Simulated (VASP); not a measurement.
# Ir (P6_3/mmc) in VASP: notebook

Runs on Ir. Level: PBE. Tasks: single point.

Program: VASP 6.6.1. These are calculated values, not measurements. Logs are shortened: lines on timing, memory, paths and dates and some standing lists are left out, and cuts for length are marked.

## 1. The cell of the first run

It takes space group P6_3/mmc (No. 194, hexagonal). The conventional cell has a = 2.556 Å, b = 2.556 Å, c = 4.230 Å, α = 90.00°, β = 90.00°, γ = 120.00°. Ir (site symmetry -6m2) has 12 Ir at 2.56 to 2.58 Å within 3.4 Å.

## 2. Single point, PBE

INCAR

```
SYSTEM = Ir
  PREC = Accurate
  ENCUT = 520
  EDIFF = 1E-7
  ISMEAR = 0
  SIGMA = 0.15
  LREAL = .FALSE.
  LASPH = .TRUE.
  NELM = 80
  ALGO = Fast
  ISIF = 2
  LWAVE = .FALSE.
  LCHARG = .FALSE.
  GGA = PE
  NBANDS = 16
```

KPOINTS

```
Automatic mesh
0
G
  18 18 10
  0 0 0
```

POSCAR

```
Ir
1.0
    2.5555000000      0.0000000000      0.0000000000
   -1.2777500000      2.2131279194      0.0000000000
    0.0000000000      0.0000000000      4.2303000000
Ir
2
Direct
    0.6666666667      0.3333333333      0.7500000000
    0.3333333333      0.6666666667      0.2500000000
```

Potentials or basis: VASP PAW PBE potentials, release 64 (Ir).

The run is started by

```
$ cat potpaw_PBE.64/Ir/POTCAR > POTCAR
$ mpirun -np 1 vasp_std > vasp.out
```

OUTCAR:

```text
SYSTEM = Ir
   PREC = Accurate
   ENCUT = 520
   EDIFF = 1E-7
   ISMEAR = 0
   LREAL = .FALSE.
   LASPH = .TRUE.
   NELM = 80
   ISIF = 2
   GGA = PE

 ion  position               nearest neighbor table
   1  0.667  0.333  0.750-   2 2.58   2 2.58   2 2.58   2 2.58   2 2.58   2 2.58
   2  0.333  0.667  0.250-   1 2.58   1 2.58   1 2.58   1 2.58   1 2.58   1 2.58

  LATTYP: Found a hexagonal cell.
 ALAT       =     2.5555000000
 C/A-ratio  =     1.6553707689

  Lattice vectors:

 A1 = (   2.5555000000,   0.0000000000,   0.0000000000)
 A2 = (  -1.2777500000,   2.2131279194,   0.0000000000)
 A3 = (   0.0000000000,   0.0000000000,   4.2303000000)

Analysis of symmetry for initial positions (statically):
=====================================================================
 Subroutine PRICEL returns:
 Original cell was already a primitive cell.

 Routine SETGRP: Setting up the symmetry group for a
 hexagonal supercell.

 Subroutine GETGRP returns: Found 24 space group operations
 (whereof 12 operations were pure point group operations)
 out of a pool of 24 trial point group operations.

The static configuration has the point symmetry D_3d.
 The point group associated with its full space group is D_6h.

Analysis of symmetry for dynamics (positions and initial velocities):
=====================================================================
 Subroutine PRICEL returns:
 Original cell was already a primitive cell.

 Routine SETGRP: Setting up the symmetry group for a
 hexagonal supercell.

 Subroutine GETGRP returns: Found 24 space group operations
 (whereof 12 operations were pure point group operations)
 out of a pool of 24 trial point group operations.

The dynamic configuration has the point symmetry D_3d.
 The point group associated with its full space group is D_6h.

 Subroutine INISYM returns: Found 24 space group operations
 (whereof 12 operations are pure point group operations),
 and found     1 'primitive' translations

----------------------------------------------------------------------------------------

                                     Primitive cell

  volume of cell :      23.9251

  direct lattice vectors                    reciprocal lattice vectors
     2.555500000  0.000000000  0.000000000     0.391312855  0.225924582  0.000000000
    -1.277750000  2.213127919  0.000000000     0.000000000  0.451849164  0.000000000
     0.000000000  0.000000000  4.230300000     0.000000000  0.000000000  0.236389854

  length of vectors
     2.555500000  2.555500000  4.230300000     0.451849164  0.451849164  0.236389854

  position of ions in fractional coordinates (direct lattice)
     0.666666667  0.333333333  0.750000000
     0.333333333  0.666666667  0.250000000

  ion indices of the primitive-cell ions
   primitive index   ion index
                 1           1
                 2           2

----------------------------------------------------------------------------------------

 KPOINTS: Automatic mesh

Automatic generation of k-mesh.
 Grid dimensions read from file:
 generate k-points for:   18   18   10

 Generating k-lattice:

  Cartesian coordinates                     Fractional coordinates (reciprocal lattice)
     0.021739603  0.012551366  0.000000000     0.055555556  0.000000000  0.000000000
     0.000000000  0.025102731  0.000000000     0.000000000  0.055555556  0.000000000
     0.000000000  0.000000000  0.023638985     0.000000000  0.000000000  0.100000000

  Length of vectors
     0.025102731  0.025102731  0.023638985

  Shift w.r.t. Gamma in fractional coordinates (k-lattice)
     0.000000000  0.000000000  0.000000000

 Subroutine IBZKPT returns following result:
 ===========================================

 Found    222 irreducible k-points:

 Following reciprocal coordinates:
            Coordinates               Weight
  0.000000  0.000000  0.000000      1.000000
  0.055556  0.000000  0.000000      6.000000
  0.111111  0.000000  0.000000      6.000000
  0.166667  0.000000  0.000000      6.000000
  0.222222  0.000000  0.000000      6.000000
  0.277778  0.000000  0.000000      6.000000
[... 16 lines left out ...]
  0.333333  0.111111  0.000000     12.000000
  0.388889  0.111111  0.000000     12.000000
 [... further k-points ...]
   k-points           NKPTS =    222   k-points in BZ     NKDIM =    222   number of bands    NBANDS=     16
   number of dos      NEDOS =    301   number of ions     NIONS =      2
   total plane-waves  NPLWV =  12800
   dimension x,y,z NGX =    20 NGY =   20 NGZ =   32
   dimension x,y,z NGXF=    40 NGYF=   40 NGZF=   64
   ions per type =               2
   NGX,Y,Z   is equivalent  to a cutoff of  13.01, 13.01, 12.58 a.u.
   NGXF,Y,Z  is equivalent  to a cutoff of  26.02, 26.02, 25.15 a.u.
 SYSTEM =  Ir
   PREC   = accura    normal or accurate (medium, high low for compatibility)
   ISTART =      0    job   : 0-new  1-cont  2-samecut
   ICHARG =      2    charge: 1-file 2-atom 10-const
[... 27 lines left out ...]
  volume/ion in A,a.u.               =      11.96        80.73
  Fermi-wavevector in a.u.,A,eV,Ry     =   1.488954  2.813714 30.163880  2.216983
  Thomas-Fermi vector in A             =   2.601923
   LORBIT       =      0    0 simple, 1 ext, 2 COOP (PROOUT), +10 PAW based schemes
   GGA     = PE    functional components
   LHFCALC =     F    Hartree Fock is set to
   AEXX    =    0.0000 exact exchange contribution
   IVDW    =     0    specifies the selected vdW correction
   LEPSILON=     F    determine dielectric tensor
   LRPA    =     F    only Hartree local field effects (RPA)
 non-spin polarized calculation
 RMM-DIIS sequential band-by-band and
 Gauss-broadening in eV      SIGMA  =   0.15
  energy-cutoff  :      520.00
  volume of cell :       23.93
 maximum number of plane-waves:       660
 NGX is ok and might be reduce to    20
   NGX =  9   NGY =  9   NGZ = 15

 number of electron      18.0000000 magnetization

 Free energy of the ion-electron system (eV)
  ---------------------------------------------------
  ext. energy  EPLUGINS =         0.00000000
  ---------------------------------------------------
  free energy    TOTEN  =       -16.02892558 eV

  energy without entropy =      -16.01093888  energy(sigma->0) =      -16.01993223

 E-fermi :  13.7250     XC(G=0): -15.0038

 val. band max:       13.7204553905   @ k =   0.3889   0.1667   0.1000
 cond. band min:      13.7340551998   @ k =   0.3889   0.1667   0.0000
 fundamental gap:      0.0135998094
 Fermi energy:        13.7250429375

 k-point     1 :       0.0000    0.0000    0.0000
  band No.  band energies     occupation
      1       0.5580      2.00000
      2       3.5051      2.00000
      3       8.3605      2.00000
      4       8.7393      2.00000
      5       8.7393      2.00000
      6       9.5542      2.00000
[... 8 lines left out ...]
     15      29.6525      0.00000
     16      31.3711      0.00000

 k-point     2 :       0.0556    0.0000    0.0000
  band No.  band energies     occupation
      1       0.7074      2.00000
      2       3.6442      2.00000
      3       8.1897      2.00000
      4       8.8708      2.00000
      5       8.8722      2.00000
      6       9.4583      2.00000
[... 8 lines left out ...]
     15      29.8702      0.00000
     16      31.6433      0.00000

 k-point     3 :       0.1111    0.0000    0.0000
  band No.  band energies     occupation
      1       1.1402      2.00000
      2       4.0314      2.00000
      3       7.8306      2.00000
      4       9.0513      2.00000
      5       9.2660      2.00000
      6       9.3258      2.00000
[... 8 lines left out ...]
     15      30.4476      0.00000
     16      32.4211      0.00000

 k-point     4 :       0.1667    0.0000    0.0000
  band No.  band energies     occupation
      1       1.8072      2.00000
      2       4.5507      2.00000
      3       7.4629      2.00000
      4       8.6200      2.00000
      5       8.7716      2.00000
      6       9.7579      2.00000
[... 8 lines left out ...]
     15      30.9036      0.00000
     16      32.8824      0.00000
[... 324 lines left out ...]
 k-point    22 :       0.2778    0.1111    0.0000
  band No.  band energies     occupation
      1       4.4442      2.00000
      2       5.0762      2.00000
      3       5.7924      2.00000
      4       7.5221      2.00000
      5       8.4529      2.00000
      6       8.9455      2.00000
[... 8 lines left out ...]
     15      27.5787      0.00000
     16      28.9333      0.00000

 k-point    23 :       0.3333    0.1111    0.0000
  band No.  band energies     occupation
      1       4.6716      2.00000
      2       4.8671      2.00000
      3       5.2816      2.00000
      4       8.1682      2.00000
      5       8.3544      2.00000
      6       9.3300      2.00000
[... 8 lines left out ...]
     15      26.0654      0.00000
     16      28.3591      0.00000

 k-point    24 :       0.3889    0.1111    0.0000
  band No.  band energies     occupation
      1       4.5245      2.00000
      2       4.9110      2.00000
      3       4.9680      2.00000
      4       8.3474      2.00000
      5       8.7838      2.00000
      6       9.0348      2.00000
[... 8 lines left out ...]
     15      25.7500      0.00000
     16      28.0061      0.00000

 [... further k-points ...]
[... 5 lines left out ...]
  --------------------------------------------------------------------------------------
  -------------------------------------------------------------------------------------
  Total       17.6396888     17.6396888     15.5232286      0.0000000     -0.0000000      0.0000000
  in kB     1181.2666165   1181.2666165   1039.5348775      0.0000000     -0.0000000      0.0000000
  external PRESSURE =    1134.0227035 kB  Pullay stress =       0.0000000 kB

 VOLUME and BASIS-vectors are now :
 -----------------------------------------------------------------------------
  energy-cutoff  :      520.00
  volume of cell :       23.93
      direct lattice vectors                 reciprocal lattice vectors
     2.555500000  0.000000000  0.000000000     0.391312855  0.225924582  0.000000000
    -1.277750000  2.213127919  0.000000000     0.000000000  0.451849164  0.000000000
     0.000000000  0.000000000  4.230300000     0.000000000  0.000000000  0.236389854

 POSITION                                       TOTAL-FORCE (eV/Angst)
 -----------------------------------------------------------------------------------
      1.27775      0.73771      3.17272        -0.000000      0.000000      0.000000
     -0.00000      1.47542      1.05757         0.000000     -0.000000      0.000000
 -----------------------------------------------------------------------------------
    total drift:                               -0.000000      0.000000     -0.000000

  FREE ENERGIE OF THE ION-ELECTRON SYSTEM (eV)
  ---------------------------------------------------
  free  energy   TOTEN  =       -16.0289255774 eV

  energy  without entropy=      -16.0109388840  energy(sigma->0) =      -16.01993223
```

Run time: 38 s. Hardware: 1 thread of Intel Xeon 6975P-C (Granite Rapids), shared host; peak memory 0.19 GiB.

Results:

```yaml
Free_energy: -16.0289 eV
Pressure: 113.4 GPa
Band_gap_on_the_k_mesh: zero (band 9 reaches 15.22 eV, above the bottom of band 10 at 10.66 eV)
```

Caveat: spin-orbit coupling is left out, which moves the levels of the heavy elements.

## 3. Single point, PBE

This run uses another cell than the first one, of 12.17 Å³/atom, 1.018 times its volume.

INCAR

```
PREC = Accurate
ENCUT = 520
EDIFF = 1E-6
ISMEAR = 0
SIGMA = 0.15
LREAL = False
LASPH = True
NELM = 80
ALGO = Normal
ISIF = 2
LWAVE = False
LCHARG = True
GGA = PE
LELF = True
LVHAR = True
NBANDS = 16
```

KPOINTS

```
regular mesh
0
Gamma
  18 18 10
```

Changes to POSCAR since step 2:

```diff
@@ -4,3 +4,3 @@
    -1.2777500000      2.2131279194      0.0000000000
-    0.0000000000      0.0000000000      4.2303000000
+    0.0000000000      0.0000000000      4.3045000000
 Ir
```

Potentials or basis: VASP PAW PBE potentials, release 64 (Ir).

The run is started by

```
$ cat potpaw_PBE.64/Ir/POTCAR > POTCAR
$ mpirun -np 1 vasp_std > vasp.out
```

It took 29 s on 1 thread of Intel Xeon 6975P-C (Granite Rapids), shared host; peak memory 0.2 GiB.

Results (log left out):

```
Free energy            : -16.2718 eV
Pressure               : 99.6 GPa
Band gap on the k mesh : zero (band 9 reaches 14.94 eV, above the bottom of band 10 at 10.37 eV)
```

Stress tensor (GPa, compression positive):
```
108.50   0.00   0.00
  0.00 108.50   0.00
  0.00   0.00  81.91
```

Levels at points of the mesh, in eV from the Fermi level:
| k point | band 5 | band 6 | band 7 | band 8 | band 9 | band 10 | band 11 | band 12 | band 13 | band 14 |
| --- | --- | --- | --- | --- | --- | --- | --- | --- | --- | --- |
| (0.00, 0.00, 0.00) | -4.81 | -4.07 | -4.07 | -2.56 | -2.56 | -1.58 | 0.44 | 0.44 | 8.13 | 14.14 |
| (0.50, 0.00, 0.00) | -4.71 | -3.97 | -3.93 | 1.15 | 1.35 | 1.80 | 3.79 | 5.48 | 9.48 | 11.15 |
| (0.00, 0.00, 0.50) | -4.85 | -4.85 | -4.85 | -4.85 | -0.49 | -0.49 | -0.49 | -0.49 | 13.60 | 13.60 |
| (0.50, 0.00, 0.50) | -2.48 | -2.48 | -1.22 | -1.22 | 1.60 | 1.60 | 2.42 | 2.42 | 9.45 | 9.45 |

Caveat: spin-orbit coupling is left out, which moves the levels of the heavy elements.

## 4. Single point, PBE

This run uses another cell than the first one, of 12.38 Å³/atom, 1.035 times its volume.

INCAR

```
ALGO = Normal ; EDIFF = 1E-7
ENCUT = 520 ; GGA = PE
ISIF = 2 ; ISMEAR = 0
LASPH = T ; LCHARG = F
LREAL = F ; LWAVE = F
NBANDS = 16 ; NELM = 100
PREC = Accurate ; SIGMA = 0.15
```

KPOINTS

```
k-points
0
Gamma
  18 18 10
```

Changes to POSCAR since step 3:

```diff
@@ -4,3 +4,3 @@
    -1.2777500000      2.2131279194      0.0000000000
-    0.0000000000      0.0000000000      4.3045000000
+    0.0000000000      0.0000000000      4.3787000000
 Ir
```

The run is started by

```
$ cat potpaw_PBE.64/Ir/POTCAR > POTCAR
$ mpirun -np 1 vasp_std > vasp.out
```

It took 31 s on 1 thread of Intel Xeon 6975P-C (Granite Rapids), shared host; peak memory 0.2 GiB.

The run converged. Its results:

```
Free energy            : -16.4609 eV
Pressure               : 87.4 GPa
Band gap on the k mesh : zero (band 9 reaches 14.66 eV, above the bottom of band 10 at 10.09 eV)
```

Stress tensor (GPa, compression positive):
```
99.81  0.00  0.00
 0.00 99.81  0.00
 0.00  0.00 62.72
```

Levels at points of the mesh, in eV from the Fermi level:
```tsv
k point	band 5	band 6	band 7	band 8	band 9	band 10	band 11	band 12	band 13	band 14
(0.00, 0.00, 0.00)	-4.64	-3.97	-3.97	-2.28	-2.28	-1.69	0.48	0.48	7.72	14.33
(0.50, 0.00, 0.00)	-4.49	-3.90	-3.78	1.05	1.48	1.88	3.76	5.45	9.43	10.80
(0.00, 0.00, 0.50)	-4.65	-4.65	-4.65	-4.65	-0.42	-0.42	-0.42	-0.42	13.58	13.58
(0.50, 0.00, 0.50)	-2.30	-2.30	-1.15	-1.15	1.71	1.71	2.38	2.38	9.39	9.39
```

Caveat: spin-orbit coupling is left out, which moves the levels of the heavy elements.

## 5. Single point, PBE

This run uses another cell than the first one, of 12.57 Å³/atom, 1.051 times its volume.

INCAR

```
PREC     = Accurate       # precision mode
ENCUT    = 520            # plane-wave cutoff, eV
EDIFF    = 1E-7           # SCF threshold, eV
ISMEAR   = 0              # smearing method
SIGMA    = 0.15           # smearing width, eV
LREAL    = False          # projectors in reciprocal space
LASPH    = True           # aspherical terms in the spheres
NELM     = 60             # most SCF steps
ALGO     = Normal         # electronic algorithm
ISIF     = 2              # what is computed and relaxed
LWAVE    = False          # write WAVECAR
LCHARG   = False          # write CHGCAR
GGA      = PE             # functional
NBANDS   = 16             # bands
```

KPOINTS

```
Automatic mesh
0
Gamma
  18 18 10
```

POSCAR

```
Ir
1.0
    2.6196000000      0.0000000000      0.0000000000
   -1.3098000000      2.2686401478      0.0000000000
    0.0000000000      0.0000000000      4.2303000000
Ir
2
Direct
    0.6666666667      0.3333333333      0.7500000000
    0.3333333333      0.6666666667      0.2500000000
```

The run is started by

```
$ cat potpaw_PBE.64/Ir/POTCAR > POTCAR
$ mpirun -np 1 vasp_std > vasp.out
```

Run time: 30 s. Hardware: 1 thread of Intel Xeon 6975P-C (Granite Rapids), shared host; peak memory 0.19 GiB.

The run converged. Its results:

| Quantity | Value |
| --- | --- |
| Free energy | -16.7489 eV |
| Pressure | 75.2 GPa |
| Band gap on the k mesh | zero (band 9 reaches 14.00 eV, above the bottom of band 10 at 9.90 eV) |

Stress tensor (GPa, compression positive):
```
73.73  0.00  0.00
 0.00 73.73  0.00
 0.00  0.00 78.06
```

Levels at points of the mesh, in eV from the Fermi level:
| k point | band 7 | band 8 | band 9 | band 10 | band 11 | band 12 |
| --- | --- | --- | --- | --- | --- | --- |
| (0.00, 0.00, 0.00) | -3.85 | -2.94 | -2.94 | -1.10 | 0.30 | 0.30 |
| (0.50, 0.00, 0.00) | -3.56 | 0.85 | 1.24 | 1.38 | 3.45 | 5.07 |
| (0.00, 0.00, 0.50) | -4.82 | -4.82 | -0.57 | -0.57 | -0.57 | -0.57 |
| (0.50, 0.00, 0.50) | -1.26 | -1.26 | 1.16 | 1.16 | 2.27 | 2.27 |

Caveat: spin-orbit coupling is left out, which moves the levels of the heavy elements.

## 6. Single point, PBE

This run uses another cell than the first one, of 12.59 Å³/atom, 1.053 times its volume.

INCAR

```
SYSTEM = Ir
ALGO = Normal
EDIFF = 1E-6
ENCUT = 520
GGA = PE
ISIF = 2
ISMEAR = 0
LASPH = .TRUE.
LCHARG = .FALSE.
LREAL = .FALSE.
LWAVE = .FALSE.
NBANDS = 16
NELM = 60
PREC = Accurate
SIGMA = 0.15
```

KPOINTS

```
k-points
0
G
  18 18 10
  0 0 0
```

POSCAR

```
Ir
1.0
    2.5555000000      0.0000000000      0.0000000000
   -1.2777500000      2.2131279194      0.0000000000
    0.0000000000      0.0000000000      4.4529609382
Ir
2
Direct
    0.6666666667      0.3333333333      0.7500000000
    0.3333333333      0.6666666667      0.2500000000
```

Potentials or basis: VASP PAW PBE potentials, release 64 (Ir).

The run is started by

```
$ cat potpaw_PBE.64/Ir/POTCAR > POTCAR
$ mpirun -np 1 vasp_std > vasp.out
```

It took 30 s on 1 thread of Intel Xeon 6975P-C (Granite Rapids), shared host; peak memory 0.2 GiB.

Results (log left out):

| Property | Result |
| --- | --- |
| Free energy | -16.6028 eV |
| Pressure | 76.7 GPa |
| Band gap on the k mesh | zero (band 9 reaches 14.39 eV, above the bottom of band 10 at 9.87 eV) |

Stress tensor (GPa, compression positive):
```
92.18  0.00  0.00
 0.00 92.18  0.00
 0.00  0.00 45.65
```

Levels at points of the mesh, in eV from the Fermi level:
| k point | band 5 | band 6 | band 7 | band 8 | band 9 | band 10 | band 11 | band 12 | band 13 | band 14 |
| --- | --- | --- | --- | --- | --- | --- | --- | --- | --- | --- |
| (0.00, 0.00, 0.00) | -4.49 | -3.88 | -3.88 | -2.01 | -2.01 | -1.78 | 0.52 | 0.52 | 7.32 | 14.51 |
| (0.50, 0.00, 0.00) | -4.18 | -3.86 | -3.58 | 0.97 | 1.61 | 1.95 | 3.73 | 5.40 | 9.39 | 10.47 |
| (0.00, 0.00, 0.50) | -4.47 | -4.47 | -4.47 | -4.47 | -0.35 | -0.35 | -0.35 | -0.35 | 13.46 | 13.46 |
| (0.50, 0.00, 0.50) | -2.12 | -2.12 | -1.07 | -1.07 | 1.80 | 1.80 | 2.35 | 2.35 | 9.34 | 9.34 |

Caveat: spin-orbit coupling is left out, which moves the levels of the heavy elements.

## 7. Summary

| cell | gap on the mesh (eV) | pressure (GPa) |
| --- | --- | --- |
| a = 2.555, b = 2.556, c = 4.230 Å, angles 90.0, 90.0, 120.0°, 2 atoms | none | 113.4 |
| a = 2.555, b = 2.556, c = 4.304 Å, angles 90.0, 90.0, 120.0°, 2 atoms | none | 99.6 |
| a = 2.555, b = 2.556, c = 4.379 Å, angles 90.0, 90.0, 120.0°, 2 atoms | none | 87.4 |
| a = 2.620, b = 2.620, c = 4.230 Å, angles 90.0, 90.0, 120.0°, 2 atoms | none | 75.2 |
| a = 2.555, b = 2.556, c = 4.453 Å, angles 90.0, 90.0, 120.0°, 2 atoms | none | 76.7 |

Alike in all rows: task single point; level PBE; potentials or basis VASP PAW PBE potentials, release 64 (Ir); no spin polarisation; k mesh 18 × 18 × 10; cutoff (eV) 520; smearing gaussian 0.15 eV.

Caveats: spin-orbit coupling is left out, which moves the levels of the heavy elements.

Absolute energies hang on the potentials; compare differences alone.
